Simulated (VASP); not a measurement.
A run of VASP 6.6.1 is set up as follows.

Contents of INCAR:

```
SYSTEM = Be12B
PREC = Accurate
ENCUT = 520
EDIFF = 1E-7
ISMEAR = 0
SIGMA = 0.1
LREAL = .FALSE.
LASPH = .TRUE.
NELM = 100
ALGO = Normal
ISIF = 2
LWAVE = .FALSE.
LCHARG = .FALSE.
GGA = PS
IBRION = 2
NSW = 80
EDIFFG = -0.03
```

KPOINTS

```
regular mesh
0
G
  5 5 1
  0 0 0
```

Contents of POSCAR:

```
Be12B
1.0
    4.5800000000      0.0000000000      0.0000000000
    2.2900000000      3.9663960000      0.0000000000
    0.0000000000      0.0000000000     14.5884300000
Be B
12 1
Selective dynamics
Direct
    0.0000000000      0.0000000000      0.0685474700  F F F
    0.5000000000      0.0000000000      0.0685474700  F F F
   -0.0000000200      0.5000000400      0.0685474700  F F F
    0.4999999800      0.5000000400      0.0685474700  F F F
   -0.1666666800      0.3333333600      0.1915363800  T T T
    0.3333333200      0.3333333600      0.1915363800  T T T
   -0.1666667000      0.8333334100      0.1915363800  T T T
    0.3333333000      0.8333334100      0.1915363800  T T T
    0.0000000000      0.0000000000      0.3145252800  T T T
    0.5000000000      0.0000000000      0.3145252800  T T T
   -0.0000000200      0.5000000400      0.3145252800  T T T
    0.4999999800      0.5000000400      0.3145252800  T T T
    0.6666666400      0.6666667300      0.4022660400  T T T
```

Potentials or basis: VASP PAW PBE potentials, release 64 (Be, B).

Command:

```sh
$ cat potpaw_PBE.64/Be/POTCAR potpaw_PBE.64/B/POTCAR > POTCAR
$ mpirun -np 1 vasp_std > vasp.out
```

Problem. Estimate the energy gained by relaxing.

Solution. 12.2 meV/atom.

Problem. Estimate the band gap on the k mesh.

Solution. Zero (an odd number of electrons rules out a gap without spin polarisation).

The path:
| step | energy change (eV) | largest force on free atoms (eV/Å) | pressure (GPa) |
| --- | --- | --- | --- |
| 1 | 0.0000 | 0.7728 | -2.81 |
| 2 | -0.0471 | 0.6351 | -3.01 |
| 3 | -0.0687 | 0.4853 | -3.22 |
| 4 | -0.0992 | 0.3664 | -3.25 |
| 5 | -0.1203 | 0.2689 | -3.27 |
| 6 | -0.1417 | 0.1433 | -3.48 |
| 7 | -0.1491 | 0.1283 | -3.68 |
| 8 | -0.1527 | 0.1055 | -3.76 |
| 9 | -0.1531 | 0.1467 | -3.79 |
| 10 | -0.1561 | 0.0950 | -3.94 |
| 11 | -0.1565 | 0.0949 | -4.01 |
| 12 | -0.1586 | 0.0413 | -4.08 |
| 13 | -0.1589 | 0.0417 | -4.12 |
| 14 | -0.1591 | 0.0285 | -4.16 |

Caveat: there is no dipole correction, which matters where the two faces differ; the PAW data sets were made with another functional, which shifts forces and pressure a little.
